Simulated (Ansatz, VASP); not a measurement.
**Ge in VASP and in Ansatz**

Contents of INCAR:

```
PREC = Accurate ; ENCUT = 500
EDIFF = 1E-6 ; ISMEAR = -1
SIGMA = 0.03 ; LREAL = F
LASPH = T ; NELM = 120
ALGO = Normal ; ISIF = 2
LWAVE = F ; LCHARG = F
GGA = PS ; NBANDS = 21
GGA_COMPAT = F
```

Contents of KPOINTS:

```
Automatic mesh
0
Gamma
  5 5 5
```

The input POSCAR:

```
Ge
1.0
    0.0000000000      2.8289100000      2.8289100000
    2.8289100000      0.0000000000      2.8289100000
    2.8289100000      2.8289100000      0.0000000000
Ge
2
Direct
    0.7500000000      0.7500000000      0.7500000000
    0.5000000000      0.5000000000      0.5000000000
```

File input.yaml:

```yaml
crystal:
  lattice:
    - [0.0, 2.82891, 2.82891]
    - [2.82891, 0.0, 2.82891]
    - [2.82891, 2.82891, 0.0]
  atoms:
    - { symbol: Ge, position: [0.75, 0.75, 0.75] }
    - { symbol: Ge, position: [0.5, 0.5, 0.5] }
kpoints:
  mp_grid: { grid: [5, 5, 5] }
scf:
  occupations: { method: fermi_dirac, width: 0.03 }
hamiltonian:
  xc: pbesol
  pseudopotentials: { kind: all_electron, lapw: { basis_error: 0.001 } }
output:
  forces: true
  stress: true
  eigenvalues: true
```

Alike in both runs: task single point; functional PBEsol; k mesh 5 × 5 × 5; occupations fermi-dirac, width 0.03 eV; no spin polarisation.

|  | VASP | Ansatz |
| --- | --- | --- |
| version | VASP 6.6.1 | Ansatz 0.2.0 |
| potentials or method | VASP PAW PBE potentials, release 64 (Ge_d), cutoff 500 eV | all-electron LAPW, scalar-relativistic |

|  | VASP | Ansatz | Ansatz less VASP |
| --- | --- | --- | --- |
| gap on the k mesh at the Fermi level (eV) | none | none | - |
| pressure (GPa) | 0.7 | 0.9 | +0.15 |

VASP's potentials were made for PBE, not for PBEsol. A gap of «none» marks a metal or a gap that the smearing closes. Ansatz ran all-electron here, and VASP with PAW potentials.

The k mesh is coarse, so the values compare programs but aren't converged. Noted on Ansatz's run: the k mesh is thin for a metal, which can move the energy by tens of meV per atom.
